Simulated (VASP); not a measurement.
## Ir: single point with RPBE+D3(BJ)

Ir:

```
Ir
1.0
     0.00000    1.86470    1.86470
     1.86470    0.00000    1.86470
     1.86470    1.86470    0.00000
Ir
1
Direct
  0.00000 0.00000 0.00000
```

```
Program                : VASP 6.6.1
Task                   : single point
Functional             : RPBE
Dispersion             : D3(BJ)
Potentials or basis    : VASP PAW PBE potentials, release 64 (Ir_sv_GW)
Cutoff                 : 500 eV
k mesh                 : 12 × 12 × 12
Occupations            : fermi-dirac, width 0.05 eV
Spin                   : no spin polarisation
Dipole correction      : no
Second run             : valence_matched
Further INCAR settings : ALGO = Normal; EDIFF = 1e-06; NBANDS = 14
```

The pressure is -3.8 GPa and the dispersion energy per atom is -4.576 eV.

Levels at points of the mesh, in eV from the Fermi level:
```tsv
k point	band 5	band 6	band 7	band 8	band 9	band 10	band 11	band 12
(0.00, 0.00, 0.00)	-12.08	-4.47	-4.47	-4.47	-1.40	-1.40	13.26	19.29
(0.50, 0.00, 0.00)	-9.09	-4.61	-4.61	-1.00	1.02	1.02	8.23	12.96
(0.50, 0.50, 0.00)	-9.02	-8.39	0.98	1.67	1.70	1.70	11.82	11.84
```

Wall time 12 s on 1 thread of Intel(R) Xeon(R) 6975P-C (Granite Rapids), with other jobs on the host, peak memory 0.14 GiB.

Caveat: the PAW data sets were made with another functional, which shifts forces and pressure a little; spin-orbit coupling is left out, which moves the levels of the heavy elements; pairwise dispersion overbinds metals, which lowers pressure and volume.
